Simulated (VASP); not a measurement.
Runs of VASP 6.6.1 on CuI. The structure is that of space group I-4m2 (No. 119), or close to it. The cells are those of the table. 

| cell | gap on the mesh (eV) | pressure (GPa) |
| --- | --- | --- |
| a = 4.552, b = 4.270 Å, angles 62.0, 55.9, 62.0°, 2 atoms | 0.80 | -3.0 |
| a = 4.113, b = 4.195 Å, angles 59.3, 61.3, 59.3°, 2 atoms | 1.40 | (a) |
| a = 4.301, b = 4.552 Å, angles 58.1, 63.9, 58.1°, 2 atoms | 0.91 | (b) |
| a = 4.151, b = 4.393 Å, angles 58.1, 63.9, 58.1°, 2 atoms | 1.18 | 2.3 |
| a = 4.171, b = 4.334 Å, angles 58.7, 62.6, 58.7°, 2 atoms | 1.20 | (c) |

Alike in all rows: task single point; level PBE; potentials or basis VASP PAW PBE potentials, release 64 (Cu, I); no spin polarisation; k mesh 8 × 8 × 8; cutoff (eV) 520; smearing gaussian 0.05 eV.

Task: Estimate the missing entries.

Result: (a) 5.9; (b) -1.6; (c) 2.4.

Caveats: spin-orbit coupling is left out, which moves the levels of the heavy elements.

A k mesh can miss the band edges, and the runs leave out spin-orbit coupling on I.
